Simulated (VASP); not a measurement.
Set up this calculation in VASP 6.6.1, as the native input.

```yaml
Task: single point
Functional: LDA
Potentials_or_basis: VASP PAW LDA potentials, release 64 (Tl_d, Sn_d, Cl)
Cutoff: 520 eV
k_mesh: 4 × 4 × 4
Occupations: fermi-dirac, width 0.02 eV
Spin: no spin polarisation
Dipole_correction: no
Further_INCAR_settings: ALGO = Normal; EDIFF = 1e-06; NBANDS = 32
```

The structure of TlSnCl3 lies in POSCAR:

```
TlSnCl3
1.0
    5.3611403395      0.0000000000      0.0000000000
    0.0000000000      5.3611403395      0.0000000000
    0.0000000000      0.0000000000      5.3611403395
Tl Sn Cl
1 1 3
Direct
    0.0000000000      0.0000000000      0.0000000000
    0.5000000000      0.5000000000      0.5000000000
    0.5000000000      0.5000000000      0.0000000000
    0.5000000000      0.0000000000      0.5000000000
    0.0000000000      0.5000000000      0.5000000000
```

These files were run (other wordings do the same):

INCAR

```
PREC = Accurate ; ENCUT = 520
EDIFF = 1E-6 ; ISMEAR = -1
SIGMA = 0.02 ; LREAL = False
LASPH = True ; NELM = 80
ALGO = Normal ; ISIF = 2
LWAVE = False ; LCHARG = True
GGA = CA ; LELF = True
LVHAR = True ; NBANDS = 32
```

KPOINTS

```
regular mesh
0
Gamma
  4 4 4
```

Potentials or basis: VASP PAW LDA potentials, release 64 (Tl_d, Sn_d, Cl).

Command:

```console
$ cat potpaw_LDA.64/Tl_d/POTCAR potpaw_LDA.64/Sn_d/POTCAR potpaw_LDA.64/Cl/POTCAR > POTCAR
$ mpirun -np 1 vasp_std > vasp.out
```

Results of the run:

```json
{
 "Pressure": "0.0 GPa",
 "Band gap on the k mesh": "zero (bands 24 and 25 overlap by 0.19 eV)"
}
```

Caveat: spin-orbit coupling is left out, which moves the levels of the heavy elements.

Wall time 34 s on 1 thread of AMD EPYC 9R45 96-Core Processor (Zen 5) (shared host), peak memory 0.19 GiB.
